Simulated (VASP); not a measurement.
# Cu (I4/mmm) in VASP: a series of runs

Runs on Cu. Level: PBEsol. Tasks: single point.

Program: VASP 6.6.1. These are calculated values, not measurements. Logs are shortened: lines on timing, memory, paths and dates and some standing lists are left out, and cuts for length are marked.

## Step 1: The cell of the first run

It takes space group I4/mmm (No. 139, tetragonal). Conventional cell: a = 2.886 Å, b = 2.886 Å, c = 2.752 Å, α = 90.00°, β = 90.00°, γ = 90.00°. Cu (site symmetry 4/mmm) has 14 Cu at 2.46 to 2.89 Å within 3.2 Å.

## Step 2: Single point, PBEsol

The input, INCAR:

```
  PREC = Accurate
  ENCUT = 520
  EDIFF = 1E-6
  ISMEAR = 1
  SIGMA = 0.05
  LREAL = False
  LASPH = True
  NELM = 80
  ALGO = Normal
  ISIF = 2
  LWAVE = False
  LCHARG = False
  GGA = PS
  NBANDS = 12
```

The input, KPOINTS:

```
regular mesh
0
Gamma
  20 20 20
```

The input, POSCAR:

```
Cu
1.0
   -1.4427933200      1.4427933200      1.3760814500
    1.4427933200     -1.4427933200      1.3760814500
    1.4427933200      1.4427933200     -1.3760814500
Cu
1
Direct
    0.0000000000      0.0000000000      0.0000000000
```

Potentials or basis: VASP PAW PBE potentials, release 64 (Cu).

On the command line:

```sh
$ cat potpaw_PBE.64/Cu/POTCAR > POTCAR
$ mpirun -np 1 vasp_std > vasp.out
```

OUTCAR:

```text
PREC = Accurate
   ENCUT = 520
   EDIFF = 1E-6
   ISMEAR = 1
   LREAL = False
   LASPH = True
   NELM = 80
   ISIF = 2
   GGA = PS

 ion  position               nearest neighbor table
   1  0.000  0.000  0.000-

  LATTYP: Found a body centered tetragonal cell.
 ALAT       =     2.8855866400
 C/A-ratio  =     0.9537620052

  Lattice vectors:

 A1 = (  -1.4427933200,   1.4427933200,   1.3760814500)
 A2 = (   1.4427933200,  -1.4427933200,   1.3760814500)
 A3 = (   1.4427933200,   1.4427933200,  -1.3760814500)

Analysis of symmetry for initial positions (statically):
=====================================================================
 Subroutine PRICEL returns:
 Original cell was already a primitive cell.

 Routine SETGRP: Setting up the symmetry group for a
 body centered tetragonal supercell.

 Subroutine GETGRP returns: Found 16 space group operations
 (whereof 16 operations were pure point group operations)
 out of a pool of 16 trial point group operations.

The static configuration has the point symmetry D_4h.

Analysis of symmetry for dynamics (positions and initial velocities):
=====================================================================
 Subroutine PRICEL returns:
 Original cell was already a primitive cell.

 Routine SETGRP: Setting up the symmetry group for a
 body centered tetragonal supercell.

 Subroutine GETGRP returns: Found 16 space group operations
 (whereof 16 operations were pure point group operations)
 out of a pool of 16 trial point group operations.

The dynamic configuration has the point symmetry D_4h.

 Subroutine INISYM returns: Found 16 space group operations
 (whereof 16 operations are pure point group operations),
 and found     1 'primitive' translations

----------------------------------------------------------------------------------------

                                     Primitive cell

  volume of cell :      11.4581

  direct lattice vectors                    reciprocal lattice vectors
    -1.442793320  1.442793320  1.376081450     0.000000000  0.346549983  0.363350585
     1.442793320 -1.442793320  1.376081450     0.346549983  0.000000000  0.363350585
     1.442793320  1.442793320 -1.376081450     0.346549983  0.346549983  0.000000000

  length of vectors
     2.461078074  2.461078074  2.461078074     0.502116060  0.502116060  0.490095685

  position of ions in fractional coordinates (direct lattice)
     0.000000000  0.000000000  0.000000000

  ion indices of the primitive-cell ions
   primitive index   ion index
                 1           1

----------------------------------------------------------------------------------------

[... 82 lines left out ...]
   EMIN   =  10.00;   EMAX   =-10.00  energy-range for DOS
   EFERMI =   0.00;   METHOD = LEGACY
   ISMEAR =     1;   SIGMA  =   0.05  broadening in eV -4-tet -1-fermi 0-gaus
   EFERMI_NEDOS =   21; number of points for ismear=-14 and -15
   IALGO  =     38    algorithm
   IMIX   =      4    mixing-type and parameters
     AMIX     =   0.40;   BMIX     =  1.00
     AMIX_MAG =   1.60;   BMIX_MAG =  1.00
  volume/ion in A,a.u.               =      11.46        77.32
  Fermi-wavevector in a.u.,A,eV,Ry     =   1.614984  3.051878 35.486359  2.608174
  Thomas-Fermi vector in A             =   2.709805
   LORBIT       =      0    0 simple, 1 ext, 2 COOP (PROOUT), +10 PAW based schemes
   GGA     = PS    functional components
   LHFCALC =     F    Hartree Fock is set to
   AEXX    =    0.0000 exact exchange contribution
   IVDW    =     0    specifies the selected vdW correction
   LEPSILON=     F    determine dielectric tensor
   LRPA    =     F    only Hartree local field effects (RPA)
 non-spin polarized calculation
 Methfessel and Paxton  Order N= 1 SIGMA  =   0.05
  energy-cutoff  :      520.00
  volume of cell :       11.46
 maximum number of plane-waves:       327
   NGX =  9   NGY =  9   NGZ =  9

 number of electron      10.9999998 magnetization

 Free energy of the ion-electron system (eV)
  ---------------------------------------------------
  ext. energy  EPLUGINS =         0.00000000
  ---------------------------------------------------
  free energy    TOTEN  =        -4.26839678 eV

  energy without entropy =       -4.26830382  energy(sigma->0) =       -4.26836580

 E-fermi :   7.7783     XC(G=0): -13.0870

 val. band max:        7.7746918500   @ k =   0.3000   0.1000   0.1000
 cond. band min:       7.7794622919   @ k =   0.5000   0.2000   0.1500
 fundamental gap:      0.0047704419
 Fermi energy:         7.7782984364

 k-point     1 :       0.0000    0.0000    0.0000
  band No.  band energies     occupation
      1      -1.8364      2.00000
      2       4.4507      2.00000
      3       4.6464      2.00000
      4       4.6464      2.00000
      5       5.5269      2.00000
      6       5.7379      2.00000
      7      32.6345      0.00000
      8      32.6345      0.00000
      9      33.8810      0.00000
     10      36.6633      0.00000
     11      36.6633      0.00000
     12      36.7056      0.00000
[... 331 lines left out ...]
 k-point    24 :      -0.3500    0.0500    0.0000
  band No.  band energies     occupation
      1       1.7164      2.00000
      2       3.9698      2.00000
      3       4.6748      2.00000
      4       5.5754      2.00000
      5       5.7183      2.00000
      6       5.9412      2.00000
      7      18.2596      0.00000
      8      25.3557      0.00000
      9      26.8765      0.00000
     10      30.4031      0.00000
     11      33.3126      0.00000
     12      40.0232      0.00000

 [... further k-points ...]

------------------------ aborting loop because EDIFF is reached ----------------------------------------

  FORCE on cell =-STRESS in cart. coord.  units (eV):
  Direction    XX          YY          ZZ          XY          YZ          ZX
  --------------------------------------------------------------------------------------
  -------------------------------------------------------------------------------------
  Total       -0.0350188     -0.0350188     -0.0822428      0.0000000     -0.0000000      0.0000000
  in kB       -4.8966512     -4.8966512    -11.4999593      0.0000000     -0.0000000      0.0000000
  external PRESSURE =      -7.0977539 kB  Pullay stress =       0.0000000 kB

 VOLUME and BASIS-vectors are now :
 -----------------------------------------------------------------------------
  energy-cutoff  :      520.00
  volume of cell :       11.46
      direct lattice vectors                 reciprocal lattice vectors
    -1.442793320  1.442793320  1.376081450     0.000000000  0.346549983  0.363350585
     1.442793320 -1.442793320  1.376081450     0.346549983  0.000000000  0.363350585
     1.442793320  1.442793320 -1.376081450     0.346549983  0.346549983  0.000000000

 POSITION                                       TOTAL-FORCE (eV/Angst)
 -----------------------------------------------------------------------------------
      0.00000      0.00000      0.00000         0.000000      0.000000     -0.000000
 -----------------------------------------------------------------------------------
    total drift:                                0.000000      0.000000     -0.000000

  FREE ENERGIE OF THE ION-ELECTRON SYSTEM (eV)
  ---------------------------------------------------
  free  energy   TOTEN  =        -4.2683967818 eV

  energy  without entropy=       -4.2683038229  energy(sigma->0) =       -4.26836580
```

Wall time 91 s (1 thread of Intel Xeon 8259CL, shared host); peak memory 0.19 GiB.

Results:

```yaml
Free_energy: -4.2684 eV
Pressure: -0.7 GPa
Band_gap_on_the_k_mesh: zero (an odd number of electrons rules out a gap without spin polarisation)
```

Stress tensor (GPa, compression positive):
```
-0.49  0.00  0.00
 0.00 -0.49  0.00
 0.00  0.00 -1.15
```

Caveat: the PAW data sets were made with another functional, which shifts forces and pressure a little.

## Step 3: Single point, PBEsol

The input, INCAR:

```
SYSTEM = Cu
  PREC = Accurate
  ENCUT = 520
  EDIFF = 1E-6
  ISMEAR = 1
  SIGMA = 0.2
  LREAL = .False.
  LASPH = .True.
  NELM = 80
  ALGO = Normal
  ISIF = 2
  LWAVE = .False.
  LCHARG = .False.
  GGA = PS
  NBANDS = 12
```

The input, KPOINTS:

```
Automatic mesh
0
Gamma
  20 20 20
  0 0 0
```

POSCAR is that of step 2.

Potentials or basis: VASP PAW PBE potentials, release 64 (Cu).

On the command line:

```sh
$ cat potpaw_PBE.64/Cu/POTCAR > POTCAR
$ mpirun -np 1 vasp_std > vasp.out
```

OUTCAR:

```text
SYSTEM = Cu
   PREC = Accurate
   ENCUT = 520
   EDIFF = 1E-6
   ISMEAR = 1
   LREAL = .False.
   LASPH = .True.
   NELM = 80
   ISIF = 2
   GGA = PS

 ion  position               nearest neighbor table
   1  0.000  0.000  0.000-

  LATTYP: Found a body centered tetragonal cell.
 ALAT       =     2.8855866400
 C/A-ratio  =     0.9537620052

  Lattice vectors:

 A1 = (  -1.4427933200,   1.4427933200,   1.3760814500)
 A2 = (   1.4427933200,  -1.4427933200,   1.3760814500)
 A3 = (   1.4427933200,   1.4427933200,  -1.3760814500)

Analysis of symmetry for initial positions (statically):
=====================================================================
 Subroutine PRICEL returns:
 Original cell was already a primitive cell.

 Routine SETGRP: Setting up the symmetry group for a
 body centered tetragonal supercell.

 Subroutine GETGRP returns: Found 16 space group operations
 (whereof 16 operations were pure point group operations)
 out of a pool of 16 trial point group operations.

The static configuration has the point symmetry D_4h.

Analysis of symmetry for dynamics (positions and initial velocities):
=====================================================================
 Subroutine PRICEL returns:
 Original cell was already a primitive cell.

 Routine SETGRP: Setting up the symmetry group for a
 body centered tetragonal supercell.

 Subroutine GETGRP returns: Found 16 space group operations
 (whereof 16 operations were pure point group operations)
 out of a pool of 16 trial point group operations.

The dynamic configuration has the point symmetry D_4h.

 Subroutine INISYM returns: Found 16 space group operations
 (whereof 16 operations are pure point group operations),
 and found     1 'primitive' translations

----------------------------------------------------------------------------------------

                                     Primitive cell

  volume of cell :      11.4581

  direct lattice vectors                    reciprocal lattice vectors
    -1.442793320  1.442793320  1.376081450     0.000000000  0.346549983  0.363350585
     1.442793320 -1.442793320  1.376081450     0.346549983  0.000000000  0.363350585
     1.442793320  1.442793320 -1.376081450     0.346549983  0.346549983  0.000000000

  length of vectors
     2.461078074  2.461078074  2.461078074     0.502116060  0.502116060  0.490095685

  position of ions in fractional coordinates (direct lattice)
     0.000000000  0.000000000  0.000000000

  ion indices of the primitive-cell ions
   primitive index   ion index
                 1           1

----------------------------------------------------------------------------------------

 KPOINTS: Automatic mesh

Automatic generation of k-mesh.
 Grid dimensions read from file:
 generate k-points for:   20   20   20

 Generating k-lattice:

  Cartesian coordinates                     Fractional coordinates (reciprocal lattice)
     0.000000000  0.017327499  0.018167529     0.050000000 -0.000000000  0.000000000
     0.017327499  0.000000000  0.018167529    -0.000000000  0.050000000  0.000000000
     0.017327499  0.017327499  0.000000000     0.000000000  0.000000000  0.050000000

  Length of vectors
     0.025105803  0.025105803  0.024504784

  Shift w.r.t. Gamma in fractional coordinates (k-lattice)
     0.000000000  0.000000000  0.000000000

 Subroutine IBZKPT returns following result:
 ===========================================

 Found    641 irreducible k-points:

 Following reciprocal coordinates:
            Coordinates               Weight
  0.000000  0.000000  0.000000      1.000000
  0.050000 -0.000000  0.000000      8.000000
  0.100000 -0.000000  0.000000      8.000000
  0.150000 -0.000000  0.000000      8.000000
  0.200000 -0.000000  0.000000      8.000000
  0.250000 -0.000000  0.000000      8.000000
[... 16 lines left out ...]
 -0.400000  0.050000 -0.000000     16.000000
 -0.350000  0.050000  0.000000     16.000000
 [... further k-points ...]
   k-points           NKPTS =    641   k-points in BZ     NKDIM =    641   number of bands    NBANDS=     12
   number of dos      NEDOS =    301   number of ions     NIONS =      1
   total plane-waves  NPLWV =   5832
   dimension x,y,z NGX =    18 NGY =   18 NGZ =   18
   dimension x,y,z NGXF=    36 NGYF=   36 NGZF=   36
   ions per type =               1
   NGX,Y,Z   is equivalent  to a cutoff of  12.16, 12.16, 12.16 a.u.
   NGXF,Y,Z  is equivalent  to a cutoff of  24.32, 24.32, 24.32 a.u.
 SYSTEM =  Cu
   PREC   = accura    normal or accurate (medium, high low for compatibility)
   ISTART =      0    job   : 0-new  1-cont  2-samecut
   ICHARG =      2    charge: 1-file 2-atom 10-const
   ISPIN  =      1    spin polarized calculation?
   LNONCOLLINEAR =      F non collinear calculations
   LSORBIT =      F    spin-orbit coupling
   LASPH  =      T    aspherical Exc in radial PAW
   ENCUT  =  520.0 eV  38.22 Ry    6.18 a.u.   4.58  4.58  4.58*2*pi/ulx,y,z
   NELM   =     80;   NELMIN=  2; NELMDL= -5     # of ELM steps
   EDIFF  = 0.1E-05   stopping-criterion for ELM
   LREAL  =      F    real-space projection
   EDIFFG = 0.1E-04   stopping-criterion for IOM
   NSW    =      0    number of steps for IOM
   IBRION =     -1    ionic relax: 0-MD 1-quasi-New 2-CG
   NFREE  =      0    steps in history (QN), initial steepest desc. (CG)
   ISIF   =      2    stress and relaxation
   ISYM   =      2    0-nonsym 1-usesym 2-fastsym
   POTIM  = 0.5000    time-step for ionic-motion
   TEBEG  =    0.0;   TEEND  =   0.0 temperature during run
   PSTRESS=    0.0 pullay stress
   NELECT =      11.0000    total number of electrons
   NUPDOWN=      -1.0000    fix difference up-down
   EMIN   =  10.00;   EMAX   =-10.00  energy-range for DOS
   EFERMI =   0.00;   METHOD = LEGACY
   ISMEAR =     1;   SIGMA  =   0.20  broadening in eV -4-tet -1-fermi 0-gaus
   EFERMI_NEDOS =   21; number of points for ismear=-14 and -15
   IALGO  =     38    algorithm
   IMIX   =      4    mixing-type and parameters
     AMIX     =   0.40;   BMIX     =  1.00
     AMIX_MAG =   1.60;   BMIX_MAG =  1.00
  volume/ion in A,a.u.               =      11.46        77.32
  Fermi-wavevector in a.u.,A,eV,Ry     =   1.614984  3.051878 35.486359  2.608174
  Thomas-Fermi vector in A             =   2.709805
   LORBIT       =      0    0 simple, 1 ext, 2 COOP (PROOUT), +10 PAW based schemes
   GGA     = PS    functional components
   LHFCALC =     F    Hartree Fock is set to
   AEXX    =    0.0000 exact exchange contribution
   IVDW    =     0    specifies the selected vdW correction
   LEPSILON=     F    determine dielectric tensor
   LRPA    =     F    only Hartree local field effects (RPA)
 non-spin polarized calculation
 Methfessel and Paxton  Order N= 1 SIGMA  =   0.20
  energy-cutoff  :      520.00
  volume of cell :       11.46
 maximum number of plane-waves:       327
   NGX =  9   NGY =  9   NGZ =  9

 number of electron      10.9999998 magnetization

 Free energy of the ion-electron system (eV)
  ---------------------------------------------------
  ext. energy  EPLUGINS =         0.00000000
  ---------------------------------------------------
  free energy    TOTEN  =        -4.26886745 eV

  energy without entropy =       -4.26786924  energy(sigma->0) =       -4.26853471

 E-fermi :   7.7779     XC(G=0): -13.0868

 val. band max:        7.7763713081   @ k =   0.3000   0.1000   0.1000
 cond. band min:       7.7813359146   @ k =   0.5000   0.2000   0.1500
 fundamental gap:      0.0049646064
 Fermi energy:         7.7779355967

 k-point     1 :       0.0000    0.0000    0.0000
  band No.  band energies     occupation
      1      -1.8364      2.00000
      2       4.4527      2.00000
      3       4.6489      2.00000
      4       4.6489      2.00000
      5       5.5292      2.00000
      6       5.7396      2.00000
      7      32.6345      0.00000
      8      32.6345      0.00000
      9      33.8808      0.00000
     10      36.6636      0.00000
     11      36.6636      0.00000
     12      36.7058      0.00000
[... 331 lines left out ...]
 k-point    24 :      -0.3500    0.0500    0.0000
  band No.  band energies     occupation
      1       1.7168      2.00000
      2       3.9719      2.00000
      3       4.6765      2.00000
      4       5.5775      2.00000
      5       5.7205      2.00000
      6       5.9436      2.00000
      7      18.2602      0.00000
      8      25.3560      0.00000
      9      26.8768      0.00000
     10      30.4037      0.00000
     11      33.3129      0.00000
     12      40.0233      0.00000

 [... further k-points ...]

------------------------ aborting loop because EDIFF is reached ----------------------------------------

  FORCE on cell =-STRESS in cart. coord.  units (eV):
  Direction    XX          YY          ZZ          XY          YZ          ZX
  --------------------------------------------------------------------------------------
  -------------------------------------------------------------------------------------
  Total       -0.0361018     -0.0361018     -0.0738137      0.0000000      0.0000000     -0.0000000
  in kB       -5.0480934     -5.0480934    -10.3213124      0.0000000      0.0000000     -0.0000000
  external PRESSURE =      -6.8058330 kB  Pullay stress =       0.0000000 kB

 VOLUME and BASIS-vectors are now :
 -----------------------------------------------------------------------------
  energy-cutoff  :      520.00
  volume of cell :       11.46
      direct lattice vectors                 reciprocal lattice vectors
    -1.442793320  1.442793320  1.376081450     0.000000000  0.346549983  0.363350585
     1.442793320 -1.442793320  1.376081450     0.346549983  0.000000000  0.363350585
     1.442793320  1.442793320 -1.376081450     0.346549983  0.346549983  0.000000000

 POSITION                                       TOTAL-FORCE (eV/Angst)
 -----------------------------------------------------------------------------------
      0.00000      0.00000      0.00000        -0.000000      0.000000      0.000000
 -----------------------------------------------------------------------------------
    total drift:                                0.000000      0.000000      0.000000

  FREE ENERGIE OF THE ION-ELECTRON SYSTEM (eV)
  ---------------------------------------------------
  free  energy   TOTEN  =        -4.2688674515 eV

  energy  without entropy=       -4.2678692370  energy(sigma->0) =       -4.26853471
```

Wall time 92 s (1 thread of Intel Xeon 8259CL, shared host); peak memory 0.19 GiB.

Results:

```
Free energy            : -4.2689 eV
Pressure               : -0.7 GPa
Band gap on the k mesh : zero (an odd number of electrons rules out a gap without spin polarisation)
```

Caveat: the PAW data sets were made with another functional, which shifts forces and pressure a little.

[end of part 1 of 2]
